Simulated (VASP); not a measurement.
Input of a VASP 6.6.1 run:

The input INCAR:

```
ALGO = Normal
EDIFF = 1E-6
ENCUT = 600
GGA = PE
GGA_COMPAT = False
ISIF = 2
ISMEAR = 0
LASPH = True
LCHARG = False
LREAL = False
LWAVE = False
NBANDS = 29
NELM = 120
PREC = Accurate
SIGMA = 0.1
```

Contents of KPOINTS:

```
k-points
0
Gamma
  4 4 4
```

Contents of POSCAR:

```
OsC6
1.0
    0.0000000000      3.6350897500      3.6350897500
    3.6350897500      0.0000000000      3.6350897500
    3.6350897500      3.6350897500      0.0000000000
Os C
1 6
Direct
    0.0000000000      0.0000000000      0.0000000000
    0.2045271900      0.7954728100      0.7954728100
    0.7954728100      0.2045271900      0.2045271900
    0.7954728100      0.2045271900      0.7954728100
    0.2045271900      0.7954728100      0.2045271900
    0.7954728100      0.7954728100      0.2045271900
    0.2045271900      0.2045271900      0.7954728100
```

Potentials or basis: VASP PAW PBE potentials, release 64 (Os_sv_GW, C).

The run is started by

```console
$ cat potpaw_PBE.64/Os_sv_GW/POTCAR potpaw_PBE.64/C/POTCAR > POTCAR
$ mpirun -np 1 vasp_std > vasp.out
```

Problem. Predict the largest force.

Solution. 35.594 eV/Å.

Problem. Estimate the pressure.

Solution. 170.3 GPa.

Forces in eV/Å, atoms in the order of the input:
```
Os    0.000   0.000   0.000
C   -35.594   0.000   0.000
C    35.594   0.000   0.000
C     0.000 -35.594   0.000
C     0.000  35.594   0.000
C     0.000   0.000 -35.594
C     0.000   0.000  35.594
```

Caveat: the k points lie up to 0.37 Å⁻¹ apart; forces of over 1 eV/Å act on the atoms, so gaps and moduli don't describe the material at rest.
